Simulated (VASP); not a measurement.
Wanted: the native input for a VASP 6.6.1 run.

- Task: relaxation of cell and atoms
- Functional: PBE
- Potentials or basis: VASP PAW PBE potentials, release 64 (Nb_sv, P)
- Cutoff: 600 eV
- k mesh: 14 × 14 × 8
- Occupations: gaussian, width 0.1 eV
- Spin: no spin polarisation
- Dipole correction: no
- Further INCAR settings: ALGO = Normal; EDIFF = 1e-06; IBRION = 2; EDIFFG = -0.01; NSW = 100; ISIF = 3

The structure of NbP lies in POSCAR:

```
NbP
1.0
    3.4039538237      0.0000000000      0.0000000000
    0.0000000000      3.4039538237      0.0000000000
    0.0000000000      0.0000000000      5.6789804108
Nb P
2 2
Direct
    0.0000000000      0.5000000000      0.3342237552
    0.5000000000      0.0000000000      0.6657762448
    0.0000000000      0.0000000000      0.0000000000
    0.5000000000      0.5000000000      0.0000000000
```

One way to write it, as run:

INCAR

```
SYSTEM = NbP
ALGO     = Normal         ! electronic algorithm
EDIFF    = 1E-6           ! SCF threshold, eV
EDIFFG   = -0.01          ! ionic threshold
ENCUT    = 600            ! plane-wave cutoff, eV
GGA      = PE             ! functional
IBRION   = 2              ! ionic algorithm
ISIF     = 3              ! what is computed and relaxed
ISMEAR   = 0              ! smearing method
LASPH    = .TRUE.         ! aspherical terms in the spheres
LCHARG   = .FALSE.        ! write CHGCAR
LREAL    = .FALSE.        ! projectors in reciprocal space
LWAVE    = .FALSE.        ! write WAVECAR
NELM     = 100            ! most SCF steps
NSW      = 100            ! ionic steps
PREC     = Accurate       ! precision mode
SIGMA    = 0.1            ! smearing width, eV
```

KPOINTS

```
k-points
0
G
  14 14 8
  0 0 0
```

Potentials or basis: VASP PAW PBE potentials, release 64 (Nb_sv, P).

Run with:

```console
$ cat potpaw_PBE.64/Nb_sv/POTCAR potpaw_PBE.64/P/POTCAR > POTCAR
$ mpirun -np 1 vasp_std > vasp.out
```

Results of the run:

* Relaxed volume: 16.41 Å³/atom
* Relaxed cell: a = 3.398 Å, b = 3.398 Å, c = 5.686 Å, α = 90.00°, β = 90.00°, γ = 90.00°
* Space group after relaxing (to 0.05 Å): P4/nmm (No. 129)
* Energy gained by relaxing: 0.1 meV/atom
* Ionic steps: 5
* Pressure after relaxing: 0.0 GPa
* Largest force after relaxing: 0.010 eV/Å
* Band gap on the k mesh: zero (band 18 reaches 11.23 eV, above the bottom of band 19 at 10.16 eV)

Wall time 17 min on 1 thread of AMD EPYC 7R13 Processor (Zen 3), on a shared host, peak memory 0.37 GiB.
